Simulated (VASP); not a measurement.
A run of VASP 6.6.1:

Contents of INCAR:

```
SYSTEM = Rh
ALGO     = Fast           ! electronic algorithm
EDIFF    = 1E-7           ! SCF threshold, eV
ENCUT    = 520            ! plane-wave cutoff, eV
GGA      = PE             ! functional
ISIF     = 2              ! what is computed and relaxed
ISMEAR   = 0              ! smearing method
LASPH    = .True.         ! aspherical terms in the spheres
LCHARG   = .True.         ! write CHGCAR
LELF     = .True.         ! ELF
LREAL    = .False.        ! projectors in reciprocal space
LVHAR    = .True.       
LWAVE    = .False.        ! write WAVECAR
NBANDS   = 14             ! bands
NELM     = 100            ! most SCF steps
PREC     = Accurate       ! precision mode
SIGMA    = 0.15           ! smearing width, eV
```

Contents of KPOINTS:

```
k-points
0
Gamma
  22 22 22
  0 0 0
```

The input POSCAR:

```
Rh
1.0
    0.0000000000      1.9300732500      1.9585965000
    1.9300732500      0.0000000000      1.9585965000
    1.9300732500      1.9300732500      0.0000000000
Rh
1
Direct
    0.0000000000      0.0000000000      0.0000000000
```

Potentials or basis: VASP PAW PBE potentials, release 64 (Rh_pv).

The run is started by

```console
$ cat potpaw_PBE.64/Rh_pv/POTCAR > POTCAR
$ mpirun -np 1 vasp_std > vasp.out
```

Hardware: 1 thread of Intel(R) Xeon(R) Platinum 8488C (Sapphire Rapids) (shared host).

Question: How long does it take, and how much memory?

Answer: Wall time 93 s on 1 thread of Intel(R) Xeon(R) Platinum 8488C (Sapphire Rapids) (shared host), peak memory 0.25 GiB. Counts: scf iterations 14, k points 834.
